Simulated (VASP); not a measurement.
# Si4N5 (P-6m2) in VASP: a series of runs, part 3 of 3

VASP 6.6.1. Earlier steps stand in the parts before.

## 6. Relaxation of cell and atoms, PBE

Input file INCAR:

```
SYSTEM = Si4N5
PREC = Accurate
ENCUT = 600
EDIFF = 1E-7
ISMEAR = 0
SIGMA = 0.1
LREAL = .FALSE.
LASPH = .TRUE.
NELM = 80
ALGO = Normal
ISIF = 3
LWAVE = .FALSE.
LCHARG = .FALSE.
GGA = PE
IBRION = 2
NSW = 100
EDIFFG = -0.01
```

Input file KPOINTS:

```
regular mesh
0
G
  18 18 4
  0 0 0
```

Input file POSCAR:

```
Si4N5
1.0
    2.8293997638      0.0000000000      0.0000000000
   -1.4146998819      2.4503320729      0.0000000000
    0.0000000000      0.0000000000     12.2191409410
Si N
4 5
Direct
    0.3333333333      0.6666666667      0.2339835265
    0.3333333333      0.6666666667      0.7660164735
    0.0000000000      0.0000000000      0.5000000000
    0.0000000000      0.0000000000      0.0000000000
    0.6666666667      0.3333333333      0.3034645343
    0.6666666667      0.3333333333      0.9031261389
    0.6666666667      0.3333333333      0.6965354657
    0.6666666667      0.3333333333      0.0968738611
    0.3333333333      0.6666666667      0.5000000000
```

Potentials or basis: VASP PAW PBE potentials, release 64 (Si, N).

Command:

```console
$ cat potpaw_PBE.64/Si/POTCAR potpaw_PBE.64/N/POTCAR > POTCAR
$ mpirun -np 1 vasp_std > vasp.out
```

OUTCAR:

```text
SYSTEM = Si4N5
   PREC = Accurate
   ENCUT = 600
   EDIFF = 1E-7
   ISMEAR = 0
   LREAL = .FALSE.
   LASPH = .TRUE.
   NELM = 80
   ISIF = 3
   GGA = PE
   IBRION = 2
   NSW = 100
   EDIFFG = -0.01

 ion  position               nearest neighbor table
   1  0.333  0.667  0.234-   5 1.84   5 1.84   5 1.84   8 2.34   8 2.34   8 2.34
   2  0.333  0.667  0.766-   7 1.84   7 1.84   7 1.84   6 2.34   6 2.34   6 2.34
   3  0.000  0.000  0.500-   9 1.63   9 1.63   9 1.63
   4  0.000  0.000  0.000-   6 2.02   8 2.02   6 2.02   8 2.02   6 2.02   8 2.02
   5  0.667  0.333  0.303-   1 1.84   1 1.84   1 1.84
   6  0.667  0.333  0.903-   4 2.02   4 2.02   4 2.02   2 2.34   2 2.34   2 2.34
   7  0.667  0.333  0.697-   2 1.84   2 1.84   2 1.84
   8  0.667  0.333  0.097-   4 2.02   4 2.02   4 2.02   1 2.34   1 2.34   1 2.34
   9  0.333  0.667  0.500-   3 1.63   3 1.63   3 1.63

  LATTYP: Found a hexagonal cell.
 ALAT       =     2.8293997638
 C/A-ratio  =     4.3186336188

  Lattice vectors:

 A1 = (   2.8293997638,   0.0000000000,   0.0000000000)
 A2 = (  -1.4146998819,   2.4503320729,   0.0000000000)
 A3 = (   0.0000000000,   0.0000000000,  12.2191409410)

Analysis of symmetry for initial positions (statically):
[... 190 lines left out ...]

------------------------ aborting loop because EDIFF is reached ----------------------------------------

  FORCE on cell =-STRESS in cart. coord.  units (eV):
  Direction    XX          YY          ZZ          XY          YZ          ZX
  --------------------------------------------------------------------------------------
  -------------------------------------------------------------------------------------
  Total        0.1128284      0.1128284     -0.0814178      0.0000000      0.0000000      0.0000000
  in kB        2.1338751      2.1338751     -1.5398193      0.0000000      0.0000000      0.0000000
  external PRESSURE =       0.9093103 kB  Pullay stress =       0.0000000 kB
[... 245 lines left out ...]
--------------------------------------- Ionic step        7  -------------------------------------------

 number of electron      40.9999997 magnetization

 Free energy of the ion-electron system (eV)
  ---------------------------------------------------
  ext. energy  EPLUGINS =         0.00000000
  ---------------------------------------------------
  free energy    TOTEN  =       -62.42075888 eV

  energy without entropy =      -62.41737471  energy(sigma->0) =      -62.41906680

 E-fermi :  10.3683     XC(G=0): -11.8280

 val. band max:       10.3488908282   @ k =   0.3333   0.2778   0.0000
 cond. band min:      10.3995343083   @ k =   0.5000  -0.0000   0.5000
 fundamental gap:      0.0506434801
 Fermi energy:        10.3682737526

 k-point     1 :       0.0000    0.0000    0.0000
  band No.  band energies     occupation
      1     -12.0516      2.00000
      2      -9.0029      2.00000
      3      -8.6328      2.00000
      4      -7.6628      2.00000
      5      -5.5749      2.00000
      6       0.4123      2.00000
[... 661 lines left out ...]
     24      12.3603      0.00000
     25      12.9817      0.00000

 [... further k-points ...]
[... 5 lines left out ...]
  --------------------------------------------------------------------------------------
  -------------------------------------------------------------------------------------
  Total       -0.0012627     -0.0012627      0.0029222      0.0000000     -0.0000000      0.0000000
  in kB       -0.0239014     -0.0239014      0.0553121      0.0000000     -0.0000000      0.0000000
  external PRESSURE =       0.0025031 kB  Pullay stress =       0.0000000 kB
[... 24 lines left out ...]
  FREE ENERGIE OF THE ION-ELECTRON SYSTEM (eV)
  ---------------------------------------------------
  free  energy   TOTEN  =       -62.4207588842 eV

  energy  without entropy=      -62.4173747118  energy(sigma->0) =      -62.41906680

 reached required accuracy - stopping structural energy minimisation
```

OSZICAR:

```text
N       E                     dE             d eps       ncg     rms          rms(c)
DAV:   1     0.200643792754E+03    0.20064E+03   -0.22415E+04  5550   0.168E+03
DAV:   2    -0.553935241864E+02   -0.25604E+03   -0.25133E+03  7293   0.328E+02
[... 50 lines left out ...]
       N       E                     dE             d eps       ncg     rms          rms(c)
DAV:   1    -0.624207614273E+02   -0.26267E-04   -0.56634E-03  5554   0.489E-01    0.198E-02
DAV:   2    -0.624207622887E+02   -0.86143E-06   -0.10648E-04  6563   0.643E-02    0.943E-03
DAV:   3    -0.624207595884E+02    0.27003E-05   -0.45921E-06  7370   0.157E-02    0.480E-03
DAV:   4    -0.624207588703E+02    0.71811E-06   -0.19894E-06  6998   0.929E-03    0.161E-03
DAV:   5    -0.624207588842E+02   -0.13933E-07   -0.27323E-07  4520   0.352E-03
   7 F= -.62420759E+02 E0= -.62419067E+02  d E =-.237136E-04
```

Run time: 13 min. Hardware: 1 thread of Intel Xeon Platinum 8259CL at 2.50GHz (Skylake/Cascade Lake), shared host; peak memory 0.38 GiB.

Results:

```yaml
Free_energy: -62.4208 eV
Relaxed_volume: 9.40 Å³/atom
Relaxed_cell: a = 2.830 Å, b = 2.830 Å, c = 12.206 Å, α = 90.00°, β = 90.00°, γ = 120.00°
Space_group_after_relaxing_to_0.1_Å: P-6m2 (No. 187)
Energy_gained_by_relaxing: 0.0 meV/atom
Ionic_steps: 7
Pressure_after_relaxing: 0.0 GPa
Largest_force_after_relaxing: 0.010 eV/Å
Band_gap_on_the_k_mesh: zero (an odd number of electrons rules out a gap without spin polarisation)
```

Forces in eV/Å, atoms in the order of the input:
```
Si   0.000  0.000  0.010
Si   0.000  0.000 -0.010
Si   0.000  0.000  0.000
Si   0.000  0.000  0.000
N    0.000  0.000  0.009
N    0.000  0.000  0.003
N    0.000  0.000 -0.009
N    0.000  0.000 -0.003
N    0.000  0.000  0.000
```

Step by step:
```
step  energy change (eV)  largest force (eV/Å)  pressure (GPa)  volume (Å³)
   1              0.0000                0.0402            0.09        84.71
   2             -0.0001                0.0192           -0.25        84.78
   3             -0.0001                0.0257           -0.15        84.76
   4             -0.0003                0.0107           -0.04        84.69
   5             -0.0003                0.0121            0.01        84.65
   6             -0.0003                0.0119            0.01        84.66
   7             -0.0003                0.0096            0.00        84.64
```

Final structure:
```yaml
crystal:
  lattice:
    - [2.82970, 0.00000, 0.00000]
    - [-1.41485, 2.45059, 0.00000]
    - [0.00000, 0.00000, 12.20634]
  atoms:
    - { symbol: Si, position: [0.33333, 0.66667, 0.23394] }
    - { symbol: Si, position: [0.33333, 0.66667, 0.76606] }
    - { symbol: Si, position: [0.00000, 0.00000, 0.50000] }
    - { symbol: Si, position: [0.00000, 0.00000, 0.00000] }
    - { symbol: N, position: [0.66667, 0.33333, 0.30367] }
    - { symbol: N, position: [0.66667, 0.33333, 0.90279] }
    - { symbol: N, position: [0.66667, 0.33333, 0.69633] }
    - { symbol: N, position: [0.66667, 0.33333, 0.09721] }
    - { symbol: N, position: [0.33333, 0.66667, 0.50000] }
```

Caveat: an odd number of electrons without spin polarisation forces a metal; a magnetic or distorted state may lie lower.

## 7. Overview

```tsv
task	cell	k mesh	cutoff (eV)	gap on the mesh (eV)	pressure (GPa)	relaxed volume (Å³/atom)	largest force (eV/Å)
single point	a = 2.829, b = 2.829, c = 12.219 Å, angles 90.0, 90.0, 120.0°, 9 atoms, atomic positions A	6 × 6 × 2	520	none	0.0	-	0.02
single point	a = 3.620, b = 3.620, c = 9.276 Å, angles 90.0, 90.0, 120.0°, 9 atoms, atomic positions B	6 × 6 × 2	520	none	-17.0	-	2.60
relaxation of cell and atoms	relaxed from a = 3.620, b = 3.620, c = 9.276 Å, angles 90.0, 90.0, 120.0°, 9 atoms, atomic positions B	6 × 6 × 2	600	none	0.3	9.30	0.03
single point	a = 2.830, b = 2.830, c = 12.208 Å, angles 90.0, 90.0, 120.0°, 9 atoms, atomic positions C	18 × 18 × 4	520	none	0.0	-	0.02
relaxation of cell and atoms	relaxed from a = 2.829, b = 2.829, c = 12.219 Å, angles 90.0, 90.0, 120.0°, 9 atoms, atomic positions A	18 × 18 × 4	600	none	0.0	9.40	0.01
```

Alike in all rows: level PBE; potentials or basis VASP PAW PBE potentials, release 64 (Si, N); no spin polarisation; smearing gaussian 0.1 eV.

Caveats: some runs use coarse meshes; an odd number of electrons without spin polarisation forces a metal; a magnetic or distorted state may lie lower; the stress differs along the axes, from -21 to -9 GPa (at least some runs); the volume moved by over 15 % at a fixed basis, so the end points are rough (at least some runs).

Absolute energies hang on the potentials; compare differences alone.

The gap in the log of VASP goes by the Fermi energy; the results here count the filled bands.